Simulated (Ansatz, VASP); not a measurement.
## Tl in VASP and in Ansatz

The input INCAR:

```
SYSTEM = Tl
PREC     = Accurate       ! precision mode
ENCUT    = 520            ! plane-wave cutoff, eV
EDIFF    = 1E-7           ! SCF threshold, eV
ISMEAR   = -1             ! smearing method
SIGMA    = 0.05           ! smearing width, eV
LREAL    = .FALSE.        ! projectors in reciprocal space
LASPH    = .TRUE.         ! aspherical terms in the spheres
NELM     = 60             ! most SCF steps
ALGO     = Normal         ! electronic algorithm
ISIF     = 2              ! what is computed and relaxed
LWAVE    = .FALSE.        ! write WAVECAR
LCHARG   = .FALSE.        ! write CHGCAR
GGA      = PE             ! functional
NBANDS   = 20             ! bands
```

The input KPOINTS:

```
regular mesh
0
G
  11 11 6
  0 0 0
```

POSCAR

```
Tl
1.0
    3.4500723807      0.0000000000      0.0000000000
   -1.7250361904      2.9878503266      0.0000000000
    0.0000000000      0.0000000000      5.5702474375
Tl
2
Direct
    0.3333333333      0.6666666667      0.2500000000
    0.6666666667      0.3333333333      0.7500000000
```

Input for Ansatz:

```yaml
crystal:
  lattice:
    - [3.4500723807, 0.0, 0.0]
    - [-1.7250361904, 2.9878503266, 0.0]
    - [0.0, 0.0, 5.5702474375]
  atoms:
    - { symbol: Tl, position: [0.3333333333, 0.6666666667, 0.25] }
    - { symbol: Tl, position: [0.6666666667, 0.3333333333, 0.75] }
kpoints:
  mp_grid: { grid: [11, 11, 6] }
scf:
  occupations: { method: fermi_dirac, width: 0.05 }
hamiltonian:
  xc: pbe
  pseudopotentials: { kind: all_electron, lapw: { basis_error: 0.00025 } }
output:
  forces: true
  stress: true
  eigenvalues: true
```

Change from the starting cell: volume scaled by 0.96.

Alike in both runs: task single point; functional PBE; k mesh 11 × 11 × 6; occupations fermi-dirac, width 0.05 eV; no spin polarisation.

```csv
,VASP,Ansatz
version,VASP 6.6.1,Ansatz 0.2.0
potentials or method,"VASP PAW PBE potentials, release 64 (Tl_d), cutoff 520 eV","all-electron LAPW, scalar-relativistic"
```

|  | VASP | Ansatz | Ansatz less VASP |
| --- | --- | --- | --- |
| pressure (GPa) | 2.9 | 3.0 | +0.07 |
| traceless stress, the component that is largest in VASP (GPa) | -0.14 | -0.13 | +0.009 |

Ansatz ran all-electron here, and VASP with PAW potentials.

Spin-orbit coupling is off throughout.
